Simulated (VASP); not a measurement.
WS2: single point with PBEsol

Crystal: WS2.

```xyz
9
Lattice="3.1945 0.0000 0.0000 -1.5972 2.7665 0.0000 0.0000 0.0000 18.9826" Properties=species:S:1:pos:R:3 pbc="T T T"
W     1.5972    0.9222    6.3148
W     0.0000    1.8443   12.6423
W     0.0000    0.0000   18.9698
S     0.0000    1.8443    4.7618
S     1.5972    0.9222    1.5398
S     0.0000    0.0000   11.0894
S     0.0000    1.8443    7.8673
S     1.5972    0.9222   17.4169
S     0.0000    0.0000   14.1949
```

This cell differs from its parent crystal: biaxial strain in the a-b plane: +1.5 %.

| Item | Value |
| --- | --- |
| Program | VASP 6.6.1 |
| Task | single point |
| Functional | PBEsol |
| Potentials or basis | VASP PAW PBE potentials, release 64 (W_sv, S) |
| Cutoff | 520 eV |
| k mesh | 12 × 12 × 2 |
| Occupations | gaussian, width 0.02 eV |
| Spin | no spin polarisation |

```
Pressure               : -3.0 GPa
Largest force          : 0.036 eV/Å
Band gap on the k mesh : 1.07 eV
```

Forces on the atoms (eV/Å):
```
W    0.000  0.000  0.000
W    0.000  0.000  0.000
W    0.000  0.000  0.000
S    0.000  0.000  0.036
S    0.000  0.000 -0.036
S    0.000  0.000  0.036
S    0.000  0.000 -0.036
S    0.000  0.000  0.036
S    0.000  0.000 -0.036
```

Stress tensor (GPa, compression positive):
```
-4.22  0.00  0.00
 0.00 -4.22  0.00
 0.00  0.00 -0.41
```

Levels at points of the mesh, in eV from the valence-band top:
```csv
k point,band 35,band 36,band 37,band 38,band 39,band 40,band 41,band 42,band 43,band 44
"(0.00, 0.00, 0.00)",-2.33,-1.62,-1.05,-0.13,-0.13,2.18,2.18,2.22,2.22,2.22
"(0.50, 0.00, 0.00)",-1.94,-1.94,-1.61,-1.61,-1.52,2.12,2.14,2.14,2.57,2.57
"(0.00, 0.00, 0.50)",-2.31,-2.31,-0.55,-0.55,0.00,2.19,2.19,2.19,2.19,2.24
"(0.50, 0.00, 0.50)",-2.01,-1.91,-1.65,-1.55,-1.55,2.12,2.12,2.15,2.53,2.62
```

Wall time 3.1 min on 1 thread of Intel(R) Xeon(R) 6975P-C (Granite Rapids), on a shared host, peak memory 0.4 GiB.

Caveat: the cell differs from its parent crystal (biaxial strain in the a-b plane: +1.5 %); the PAW data sets were made with another functional, which shifts forces and pressure a little; spin-orbit coupling is left out, which moves the levels of the heavy elements; this functional lacks dispersion, which binds layers or chains, so the pressure and a relaxed spacing across them are unreliable. A k mesh can miss the band edges.
